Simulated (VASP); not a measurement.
A run of VASP 6.6.1:

The input INCAR:

```
SYSTEM = Si4Cl
PREC = Accurate
ENCUT = 400
EDIFF = 1E-6
ISMEAR = 0
SIGMA = 0.05
LREAL = .FALSE.
LASPH = .TRUE.
NELM = 200
ALGO = Normal
ISIF = 2
LWAVE = .FALSE.
LCHARG = .TRUE.
ISPIN = 2
MAGMOM = 0 0 0 0 1
LORBIT = 11
LDIPOL = .TRUE.
IDIPOL = 3
DIPOL = 0.5 0.5 0.326
GGA = PE
IVDW = 12
LELF = .TRUE.
LVHAR = .TRUE.
LVACPOTAV = .TRUE.
NBANDS = 24
GGA_COMPAT = .FALSE.
NELMDL = -8
```

File KPOINTS:

```
Automatic mesh
0
G
  9 9 1
  0 0 0
```

POSCAR

```
Si4Cl
1.0
    3.8333442755      0.0000000000      0.0000000000
   -1.9166721377      3.3197735240      0.0000000000
    0.0000000000      0.0000000000     20.9083831947
Si Cl
4 1
Direct
    0.3333333333      0.6666666667      0.1913108232
    0.0000000000      0.0000000000      0.2287349567
    0.0000000000      0.0000000000      0.3468742304
    0.6666666667      0.3333333333      0.3782398247
    1.1666666667      0.6666666667      0.4834607775
```

Potentials or basis: VASP PAW PBE potentials, release 64 (Si, Cl).

Run with:

```bash
$ cat potpaw_PBE.64/Si/POTCAR potpaw_PBE.64/Cl/POTCAR > POTCAR
$ mpirun -np 1 vasp_std > vasp.out
```

Hardware: 1 thread of AMD EPYC 9R45 (Zen 5), with other jobs on the host.

Problem. How long does it take, and how much memory?

Solution. It took 14 min on 1 thread of AMD EPYC 9R45 (Zen 5), with other jobs on the host, peak memory 0.52 GiB. Counts: scf iterations 34, k points 41.
